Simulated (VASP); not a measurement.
# ScAl3N4 (Cm) in VASP: further runs

Runs on ScAl3N4. Level: r2SCAN. Tasks: single point.

Program: VASP 6.6.1. These are calculated values, not measurements. Logs are shortened: lines on timing, memory, paths and dates and some standing lists are left out, and cuts for length are marked.

## Step 1: The cell of the first run

Symmetry: Cm, No. 8, monoclinic system. Conventional cell: a = 11.560 Å, b = 3.206 Å, c = 5.599 Å, α = 90.00°, β = 118.97°, γ = 90.00°. Within 2.7 Å of Sc (site symmetry m) lie 4 N at 2.01 to 2.08 Å. Al (site symmetry m) has 4 N at 1.86 to 1.96 Å within 2.5 Å. Within 2.5 Å of Al (site symmetry m) lie 4 N at 1.88 to 1.95 Å. Al (site symmetry m) has 4 N at 1.91 to 1.97 Å within 2.5 Å. Within 2.5 Å of N (site symmetry m) lie 3 Al at 1.92 Å and 1 Sc at 2.08 Å. N (site symmetry m) has 4 Al at 1.95 to 1.97 Å within 2.6 Å. Within 2.5 Å of N (site symmetry m) lie 2 Al at 1.86 to 1.88 Å and 2 Sc at 2.01 Å. Within 2.5 Å of N (site symmetry m) lie 3 Al at 1.90 to 1.91 Å and 1 Sc at 2.06 Å.

## Step 2: Single point, r2SCAN

POSCAR

```
ScAl3N4
1.0
   -3.2058524949      0.0000000000      0.0000000000
    0.0000000000      5.5994837000      0.0003080180
    1.6029262475     -2.8000212566     -5.0569653450
Sc Al N
1 3 4
Direct
    0.0055205053      0.3358749068      0.0110410105
    0.5000367598      0.8365834515      0.0000735197
    0.7533381535      0.4162799857      0.5066763071
    0.2456343003      0.9166910743      0.4912686006
    0.7999553193      0.1305204002      0.5999106386
    0.3060158783      0.6429007132      0.6120317567
    0.5681408132      0.2130536949      0.1362816263
    0.0573582702      0.7440957734      0.1147165405
```

INCAR.step1

```
PREC = Accurate ; ENCUT = 520
ISMEAR = 0 ; SIGMA = 0.1
LREAL = False ; LASPH = True
NELM = 100 ; NBANDS = 30
GGA = PE ; ALGO = Normal
EDIFF = 1E-4 ; LWAVE = True
LCHARG = False
```

INCAR.step2

```
PREC = Accurate ; ENCUT = 520
EDIFF = 1E-6 ; ISMEAR = 0
SIGMA = 0.1 ; LREAL = False
LASPH = True ; NELM = 100
ALGO = Normal ; ISIF = 2
LWAVE = False ; LCHARG = False
METAGGA = R2SCAN ; LMIXTAU = True
NBANDS = 30 ; ISTART = 1
```

KPOINTS

```
Automatic mesh
0
Gamma
  6 6 6
```

Potentials or basis: VASP PAW PBE potentials, release 64 (Sc_sv, Al, N).

Launch:

```console
$ cat potpaw_PBE.64/Sc_sv/POTCAR potpaw_PBE.64/Al/POTCAR potpaw_PBE.64/N/POTCAR > POTCAR
$ cp INCAR.step1 INCAR
$ mpirun -np 1 vasp_std > vasp.out
$ cp INCAR.step2 INCAR
$ mpirun -np 1 vasp_std > vasp.out
```

OUTCAR:

```text
PREC = Accurate
   ENCUT = 520
   EDIFF = 1E-6
   ISMEAR = 0
   LREAL = False
   LASPH = True
   NELM = 100
   ISIF = 2
   METAGGA = R2SCAN
   ISTART = 1

 ion  position               nearest neighbor table
   1  0.006  0.336  0.011-   7 2.01   7 2.01   8 2.06   5 2.08   4 3.09   3 3.12   3 3.12   3 3.16
                             2 3.20   2 3.20   4 3.21   4 3.21   2 3.26   2 3.26
   2  0.500  0.837  0.000-   7 1.86   8 1.90   8 1.90   6 1.96   4 3.10   4 3.10   3 3.12   3 3.12
                             3 3.15   4 3.18   1 3.20   1 3.20   1 3.26   1 3.26
   3  0.753  0.416  0.507-   7 1.88   5 1.92   6 1.95   6 1.95   1 3.12   1 3.12   2 3.12   2 3.12
                             2 3.15   1 3.16   4 3.19   4 3.19   4 3.27   4 3.27
   4  0.246  0.917  0.491-   8 1.91   5 1.92   5 1.92   6 1.97   1 3.09   2 3.10   2 3.10   2 3.18
                             3 3.19   3 3.19   1 3.21   1 3.21   3 3.27   3 3.27
   5  0.800  0.131  0.600-   4 1.92   4 1.92   3 1.92   1 2.08
   6  0.306  0.643  0.612-   3 1.95   3 1.95   2 1.96   4 1.97
   7  0.568  0.213  0.136-   2 1.86   3 1.88   1 2.01   1 2.01
   8  0.057  0.744  0.115-   2 1.90   2 1.90   4 1.91   1 2.06

  LATTYP: Found a base centered monoclinic cell.
 ALAT       =    11.5597185597
 B/A-ratio  =     0.2773296321
 C/A-ratio  =     0.4843961970
 COS(beta)  =    -0.4842997287

  Lattice vectors:

 A1 = (  -1.6029262475,  -2.7994624434,   5.0566573270)
 A2 = (   1.6029262474,  -2.7994624434,   5.0566573270)
 A3 = (   0.0000000000,   5.5994837000,   0.0003080180)

Analysis of symmetry for initial positions (statically):
=====================================================================
 Subroutine PRICEL returns:
 Original cell was already a primitive cell.

 Routine SETGRP: Setting up the symmetry group for a
 base centered monoclinic supercell.

 Subroutine GETGRP returns: Found  2 space group operations
 (whereof  2 operations were pure point group operations)
 out of a pool of  4 trial point group operations.

The static configuration has the point symmetry C_1h.

Analysis of symmetry for dynamics (positions and initial velocities):
=====================================================================
 Subroutine PRICEL returns:
 Original cell was already a primitive cell.

 Routine SETGRP: Setting up the symmetry group for a
 base centered monoclinic supercell.

 Subroutine GETGRP returns: Found  2 space group operations
 (whereof  2 operations were pure point group operations)
 out of a pool of  4 trial point group operations.

The dynamic configuration has the point symmetry C_1h.

 Subroutine INISYM returns: Found  2 space group operations
 (whereof  2 operations are pure point group operations),
 and found     1 'primitive' translations

----------------------------------------------------------------------------------------

                                     Primitive cell

  volume of cell :      90.7754

  direct lattice vectors                    reciprocal lattice vectors
    -3.205852495  0.000000000  0.000000000    -0.311929511  0.000005439 -0.098876539
     0.000000000  5.599483700  0.000308018     0.000000000  0.178593333 -0.098886406
     1.602926247 -2.800021257 -5.056965345     0.000000000  0.000010878 -0.197753077

  length of vectors
     3.205852495  5.599483708  5.998532328     0.327225594  0.204142352  0.197753078

  position of ions in fractional coordinates (direct lattice)
     0.005520505  0.335874907  0.011041011
     0.500036760  0.836583451  0.000073520
     0.753338154  0.416279986  0.506676307
     0.245634300  0.916691074  0.491268601
     0.799955319  0.130520400  0.599910639
     0.306015878  0.642900713  0.612031757
     0.568140813  0.213053695  0.136281626
     0.057358270  0.744095773  0.114716540

  ion indices of the primitive-cell ions
   primitive index   ion index
                 1           1
                 2           2
                 3           3
                 4           4
                 5           5
                 6           6
                 7           7
                 8           8

----------------------------------------------------------------------------------------

 KPOINTS: Automatic mesh

Automatic generation of k-mesh.
 Grid dimensions read from file:
 generate k-points for:    6    6    6

 Generating k-lattice:

  Cartesian coordinates                     Fractional coordinates (reciprocal lattice)
    -0.051988252  0.000000907 -0.016479423     0.166666667  0.000000000 -0.000000000
     0.000000000  0.029765556 -0.016481068     0.000000000  0.166666667 -0.000000000
     0.000000000  0.000001813 -0.032958846     0.000000000  0.000000000  0.166666667

  Length of vectors
     0.054537599  0.034023725  0.032958846

  Shift w.r.t. Gamma in fractional coordinates (k-lattice)
     0.000000000  0.000000000  0.000000000

 Subroutine IBZKPT returns following result:
 ===========================================

 Found     68 irreducible k-points:

 Following reciprocal coordinates:
            Coordinates               Weight
  0.000000  0.000000  0.000000      1.000000
  0.166667 -0.000000  0.000000      4.000000
  0.333333 -0.000000  0.000000      4.000000
  0.500000  0.000000 -0.000000      2.000000
  0.000000  0.166667 -0.000000      2.000000
  0.166667  0.166667 -0.000000      4.000000
[... 16 lines left out ...]
  0.333333  0.000000  0.166667      4.000000
  0.500000 -0.000000  0.166667      4.000000
 [... further k-points ...]
   k-points           NKPTS =     68   k-points in BZ     NKDIM =     68   number of bands    NBANDS=     30
   number of dos      NEDOS =    301   number of ions     NIONS =      8
   total plane-waves  NPLWV =  48384
   dimension x,y,z NGX =    24 NGY =   42 NGZ =   48
   dimension x,y,z NGXF=    48 NGYF=   84 NGZF=   96
   ions per type =               1   3   4
   NGX,Y,Z   is equivalent  to a cutoff of  12.45, 12.47, 13.30 a.u.
   NGXF,Y,Z  is equivalent  to a cutoff of  24.89, 24.94, 26.61 a.u.
 SYSTEM =  unknown system
   PREC   = accura    normal or accurate (medium, high low for compatibility)
   ISTART =      1    job   : 0-new  1-cont  2-samecut
   ICHARG =      0    charge: 1-file 2-atom 10-const
   ISPIN  =      1    spin polarized calculation?
   LNONCOLLINEAR =      F non collinear calculations
   LSORBIT =      F    spin-orbit coupling
   LASPH  =      T    aspherical Exc in radial PAW
   ENCUT  =  520.0 eV  38.22 Ry    6.18 a.u.   5.96 10.41 11.15*2*pi/ulx,y,z
   NELM   =    100;   NELMIN=  2; NELMDL=  0     # of ELM steps
   EDIFF  = 0.1E-05   stopping-criterion for ELM
   LREAL  =      F    real-space projection
   EDIFFG = 0.1E-04   stopping-criterion for IOM
   NSW    =      0    number of steps for IOM
   IBRION =     -1    ionic relax: 0-MD 1-quasi-New 2-CG
   NFREE  =      0    steps in history (QN), initial steepest desc. (CG)
   ISIF   =      2    stress and relaxation
   ISYM   =      2    0-nonsym 1-usesym 2-fastsym
   POTIM  = 0.5000    time-step for ionic-motion
   TEBEG  =    0.0;   TEEND  =   0.0 temperature during run
   PSTRESS=    0.0 pullay stress
   NELECT =      40.0000    total number of electrons
   NUPDOWN=      -1.0000    fix difference up-down
   EMIN   =  10.00;   EMAX   =-10.00  energy-range for DOS
   EFERMI =   0.00;   METHOD = LEGACY
   ISMEAR =     0;   SIGMA  =   0.10  broadening in eV -4-tet -1-fermi 0-gaus
   EFERMI_NEDOS =   21; number of points for ismear=-14 and -15
   IALGO  =     38    algorithm
   IMIX   =      4    mixing-type and parameters
     AMIX     =   0.40;   BMIX     =  1.00
     AMIX_MAG =   1.60;   BMIX_MAG =  1.00
  volume/ion in A,a.u.               =      11.35        76.57
  Fermi-wavevector in a.u.,A,eV,Ry     =   1.245772  2.354169 21.115550  1.551949
  Thomas-Fermi vector in A             =   2.379980
   LORBIT       =      0    0 simple, 1 ext, 2 COOP (PROOUT), +10 PAW based schemes
   METAGGA = R2SCAN    functional components
   LHFCALC =     F    Hartree Fock is set to
   AEXX    =    0.0000 exact exchange contribution
   IVDW    =     0    specifies the selected vdW correction
   LEPSILON=     F    determine dielectric tensor
   LRPA    =     F    only Hartree local field effects (RPA)
 non-spin polarized calculation
 Gauss-broadening in eV      SIGMA  =   0.10
  energy-cutoff  :      520.00
  volume of cell :       90.78
 maximum number of plane-waves:      2462
   NGX = 11   NGY = 21   NGZ = 23

 number of electron      39.9999999 magnetization

 Free energy of the ion-electron system (eV)
  ---------------------------------------------------
  ext. energy  EPLUGINS =         0.00000000
  ---------------------------------------------------
  free energy    TOTEN  =       -81.28411256 eV

  energy without entropy =      -81.28411256  energy(sigma->0) =      -81.28411256

 E-fermi :   5.2821     XC(G=0): -11.3595

 val. band max:        4.8562081432   @ k =   0.5000   0.5000   0.1667
 cond. band min:       9.1400943459   @ k =   0.0000   0.0000   0.0000
 fundamental gap:      4.2838862027
 Fermi energy:         5.2821262897

 k-point     1 :       0.0000    0.0000    0.0000
  band No.  band energies     occupation
      1     -43.5781      2.00000
      2     -21.4381      2.00000
      3     -21.4329      2.00000
      4     -21.2496      2.00000
      5     -10.3252      2.00000
      6      -8.5420      2.00000
[... 22 lines left out ...]
     29      14.5563      0.00000
     30      15.7813      0.00000

 k-point     2 :       0.1667   -0.0000    0.0000
  band No.  band energies     occupation
      1     -43.5696      2.00000
      2     -21.4391      2.00000
      3     -21.4246      2.00000
      4     -21.3368      2.00000
      5     -10.0618      2.00000
      6      -8.4959      2.00000
[... 22 lines left out ...]
     29      14.6057      0.00000
     30      15.0377      0.00000

 k-point     3 :       0.3333   -0.0000    0.0000
  band No.  band energies     occupation
      1     -43.5526      2.00000
      2     -21.5837      2.00000
      3     -21.4061      2.00000
      4     -21.3638      2.00000
      5      -9.3817      2.00000
      6      -8.3631      2.00000
[... 22 lines left out ...]
     29      14.3988      0.00000
     30      15.1156      0.00000

 k-point     4 :       0.5000    0.0000   -0.0000
  band No.  band energies     occupation
      1     -43.5440      2.00000
      2     -21.6795      2.00000
      3     -21.3966      2.00000
      4     -21.3508      2.00000
      5      -8.7022      2.00000
      6      -8.5101      2.00000
[... 22 lines left out ...]
     29      14.5157      0.00000
     30      15.2659      0.00000

 k-point     5 :       0.0000    0.1667   -0.0000
  band No.  band energies     occupation
      1     -43.5781      2.00000
      2     -21.4383      2.00000
      3     -21.4339      2.00000
      4     -21.2496      2.00000
      5     -10.2213      2.00000
      6      -8.6614      2.00000
[... 22 lines left out ...]
     29      14.3953      0.00000
     30      15.5829      0.00000
[... 526 lines left out ...]
     29      14.5630      0.00000
     30      15.6394      0.00000

 k-point    22 :       0.1667   -0.0000    0.1667
  band No.  band energies     occupation
      1     -43.5696      2.00000
      2     -21.4396      2.00000
      3     -21.4253      2.00000
      4     -21.3368      2.00000
      5      -9.8790      2.00000
      6      -8.7624      2.00000
[... 22 lines left out ...]
     29      14.6881      0.00000
     30      14.9073      0.00000

 k-point    23 :       0.3333    0.0000    0.1667
  band No.  band energies     occupation
      1     -43.5526      2.00000
      2     -21.5838      2.00000
      3     -21.4067      2.00000
      4     -21.3639      2.00000
      5      -9.1744      2.00000
      6      -8.5550      2.00000
[... 22 lines left out ...]
     29      14.6662      0.00000
     30      15.2382      0.00000

 k-point    24 :       0.5000   -0.0000    0.1667
  band No.  band energies     occupation
      1     -43.5440      2.00000
      2     -21.6796      2.00000
      3     -21.3966      2.00000
      4     -21.3508      2.00000
      5      -8.7360      2.00000
      6      -8.4383      2.00000
[... 22 lines left out ...]
     29      14.4242      0.00000
     30      14.9379      0.00000

 [... further k-points ...]
[... 5 lines left out ...]
  --------------------------------------------------------------------------------------
  -------------------------------------------------------------------------------------
  Total        0.0400430      0.0494168      0.1205503     -0.0000000      0.0120032     -0.0000000
  in kB        0.7067546      0.8722011      2.1277019     -0.0000000      0.2118558     -0.0000000
  external PRESSURE =       1.2355525 kB  Pullay stress =       0.0000000 kB

 VOLUME and BASIS-vectors are now :
 -----------------------------------------------------------------------------
  energy-cutoff  :      520.00
  volume of cell :       90.78
      direct lattice vectors                 reciprocal lattice vectors
    -3.205852495  0.000000000  0.000000000    -0.311929511  0.000005439 -0.098876539
     0.000000000  5.599483700  0.000308018     0.000000000  0.178593333 -0.098886406
     1.602926247 -2.800021257 -5.056965345     0.000000000  0.000010878 -0.197753077

 POSITION                                       TOTAL-FORCE (eV/Angst)
 -----------------------------------------------------------------------------------
     -0.00000      1.84981     -0.05573        -0.000000      0.002059      0.005210
     -1.60293      4.68423     -0.00011        -0.000000      0.010294      0.009529
     -1.60293      0.91225     -2.56212        -0.000000      0.002769      0.001647
      0.00000      3.75743     -2.48405         0.000000      0.002783     -0.005988
     -1.60293     -0.94892     -3.03369        -0.000000     -0.000397      0.078232
      0.00000      1.88621     -3.09483         0.000000     -0.006043     -0.002707
     -1.60293      0.81140     -0.68911         0.000000     -0.104148     -0.057808
      0.00000      3.84534     -0.57989         0.000000      0.092684     -0.028116
 -----------------------------------------------------------------------------------
    total drift:                                0.000006     -0.000363      0.008728

  FREE ENERGIE OF THE ION-ELECTRON SYSTEM (eV)
  ---------------------------------------------------
  free  energy   TOTEN  =       -81.2841125597 eV

  energy  without entropy=      -81.2841125596  energy(sigma->0) =      -81.28411256
```

Wall time 13 min (1 thread of Intel Xeon 8259CL, shared host); peak memory 0.33 GiB.

What came out:

| Item | Value |
| --- | --- |
| Free energy | -81.2841 eV |
| Pressure | 0.1 GPa |
| Largest force | 0.119 eV/Å |
| Band gap on the k mesh | 4.28 eV (least direct gap 4.43 eV) |

Forces on the atoms (eV/Å):
```
Sc   0.000  0.002  0.005
Al   0.000  0.010  0.010
Al   0.000  0.003  0.002
Al   0.000  0.003 -0.006
N    0.000  0.000  0.078
N    0.000 -0.006 -0.003
N    0.000 -0.104 -0.058
N    0.000  0.093 -0.028
```

Stress tensor (GPa, compression positive):
```
0.07 0.00 0.00
0.00 0.09 0.02
0.00 0.02 0.21
```

Caveat: the PAW data sets were made with another functional, which shifts forces and pressure a little. A k mesh can miss the band edges.

## Step 3: Single point, r2SCAN

This run uses another cell than the first one, of 11.37 Å³/atom.

POSCAR

```
ScAl3N4
1.0
   -3.2215000000      0.0000000000      0.0000000000
    0.0000000000      5.5798016766      0.0000000000
    1.6107500000     -2.7899008383     -5.0615000000
Sc Al N
1 3 4
Direct
    0.0000000000      0.3333333300      0.0000000000
    0.5000000000      0.8333333300      0.0000000000
    0.7500000000      0.4166666700      0.5000000000
    0.2500000000      0.9166666700      0.5000000000
    0.8090000000      0.1423333300      0.6180000000
    0.3090000000      0.6423333300      0.6180000000
    0.5590000000      0.2256666700      0.1180000000
    0.0590000000      0.7256666700      0.1180000000
```

INCAR.step1

```
  PREC = Accurate
  ENCUT = 520
  ISMEAR = 0
  SIGMA = 0.1
  LREAL = False
  LASPH = True
  NELM = 60
  NBANDS = 30
  GGA = PE
  ALGO = Normal
  EDIFF = 1E-4
  LWAVE = True
  LCHARG = False
```

INCAR.step2

```
  PREC = Accurate
  ENCUT = 520
  EDIFF = 1E-7
  ISMEAR = 0
  SIGMA = 0.1
  LREAL = False
  LASPH = True
  NELM = 60
  ALGO = Normal
  ISIF = 2
  LWAVE = False
  LCHARG = False
  METAGGA = R2SCAN
  LMIXTAU = True
  NBANDS = 30
  ISTART = 1
```

KPOINTS is that of step 2.

Potentials or basis: VASP PAW PBE potentials, release 64 (Sc_sv, Al, N).

Launch:

```console
$ cat potpaw_PBE.64/Sc_sv/POTCAR potpaw_PBE.64/Al/POTCAR potpaw_PBE.64/N/POTCAR > POTCAR
$ cp INCAR.step1 INCAR
$ mpirun -np 1 vasp_std > vasp.out
$ cp INCAR.step2 INCAR
$ mpirun -np 1 vasp_std > vasp.out
```

Wall time 19 min (1 thread of AMD EPYC 7R43 (Zen 3), shared host); peak memory 0.3 GiB.

Results (log left out):

```
Free energy            : -80.6271 eV
Pressure               : 2.5 GPa
Largest force          : 3.646 eV/Å
Band gap on the k mesh : 4.34 eV (least direct gap 4.61 eV)
```

Forces on the atoms (eV/Å):
```
Sc   0.000 -0.329 -1.081
Al   0.000  0.252 -0.531
Al   0.000 -0.188  0.202
Al   0.000  0.203  0.217
N    0.000 -0.031  3.572
N    0.000  0.027  0.190
N    0.000 -3.176 -1.790
N    0.000  3.242 -0.780
```

Stress tensor (GPa, compression positive):
```
 1.03  0.00  0.00
 0.00  1.50 -0.10
 0.00 -0.10  4.93
```

Levels at points of the mesh, in eV from the valence-band top:
```tsv
k point	band 18	band 19	band 20	band 21	band 22	band 23
(0.00, 0.00, 0.00)	-0.47	-0.32	-0.27	4.34	5.48	5.74
(0.50, 0.00, 0.00)	-0.94	-0.31	-0.17	5.40	5.78	6.31
(0.00, 0.50, 0.00)	-0.66	-0.34	-0.19	5.67	6.47	6.52
(0.00, 0.50, 0.50)	-0.84	-0.04	0.00	5.75	6.24	6.86
(0.50, 0.50, 0.00)	-0.84	-0.25	0.00	5.21	5.62	5.76
(0.00, 0.00, 0.50)	-0.68	-0.41	-0.28	5.42	5.74	6.32
```

Caveat: the PAW data sets were made with another functional, which shifts forces and pressure a little. A k mesh can miss the band edges.
